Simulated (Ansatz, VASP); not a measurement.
# One calculation of Mg3Te, two programs

File INCAR:

```
SYSTEM = Mg3Te
PREC     = Accurate       ! precision mode
ENCUT    = 520            ! plane-wave cutoff, eV
EDIFF    = 1E-6           ! SCF threshold, eV
ISMEAR   = -1             ! smearing method
SIGMA    = 0.05           ! smearing width, eV
LREAL    = .False.        ! projectors in reciprocal space
LASPH    = .True.         ! aspherical terms in the spheres
NELM     = 100            ! most SCF steps
ALGO     = Normal         ! electronic algorithm
ISIF     = 2              ! what is computed and relaxed
LWAVE    = .False.        ! write WAVECAR
LCHARG   = .False.        ! write CHGCAR
NBANDS   = 14             ! bands
```

File KPOINTS:

```
Automatic mesh
0
Gamma
  9 9 9
  0 0 0
```

POSCAR

```
Mg3Te
1.0
   -2.1250014466      2.1250014466      5.2470339922
    2.1250014466     -2.1250014466      5.2470339922
    2.1250014466      2.1250014466     -5.2470339922
Te Mg
1 3
Direct
    0.0000000000      0.0000000000      0.0000000000
    0.2500000000      0.7500000000      0.5000000000
    0.7500000000      0.2500000000      0.5000000000
    0.5000000000      0.5000000000      0.0000000000
```

File input.yaml:

```yaml
crystal:
  lattice:
    - [-2.1250014466, 2.1250014466, 5.2470339922]
    - [2.1250014466, -2.1250014466, 5.2470339922]
    - [2.1250014466, 2.1250014466, -5.2470339922]
  atoms:
    - { symbol: Te, position: [0.0, 0.0, 0.0] }
    - { symbol: Mg, position: [0.25, 0.75, 0.5] }
    - { symbol: Mg, position: [0.75, 0.25, 0.5] }
    - { symbol: Mg, position: [0.5, 0.5, 0.0] }
hamiltonian:
  xc: lda
  pseudopotentials: { kind: paw }
kpoints:
  mp_grid: { grid: [9, 9, 9] }
scf:
  occupations: { method: fermi_dirac, width: 0.05 }
output:
  forces: true
  stress: true
  eigenvalues: true
  write_density: true
  write_potential: true
  elf: true
  volumetric_format: npy
```

Alike in both runs: task single point; functional LDA; k mesh 9 × 9 × 9; occupations fermi-dirac, width 0.05 eV; no spin polarisation.

|  | VASP | Ansatz |
| --- | --- | --- |
| version | VASP 6.6.1 | Ansatz 0.2.0 |
| potentials or method | VASP PAW LDA potentials, release 64 (Te, Mg) | Ansatz PAW |
| plane-wave cutoff (eV) | 520 | 420 |
| valence electrons in the cell | 12 | 46 |

|  | VASP | Ansatz | Ansatz less VASP |
| --- | --- | --- | --- |
| gap on the k mesh at the Fermi level (eV) | none | none | - |
| pressure (GPa) | -1.9 | -1.6 | +0.29 |
| traceless stress, the component that is largest in VASP (GPa) | 0.00 | 0.05 | +0.052 |

LDA's correlation is that of Perdew and Zunger in VASP and of Perdew and Wang (1992) in Ansatz. A gap of «none» marks a metal or a gap that the smearing closes. VASP's potentials hold 12 valence electrons a cell and Ansatz's 46, so a difference there can come from the potentials and not from the codes.

Neither program's run includes spin-orbit coupling.
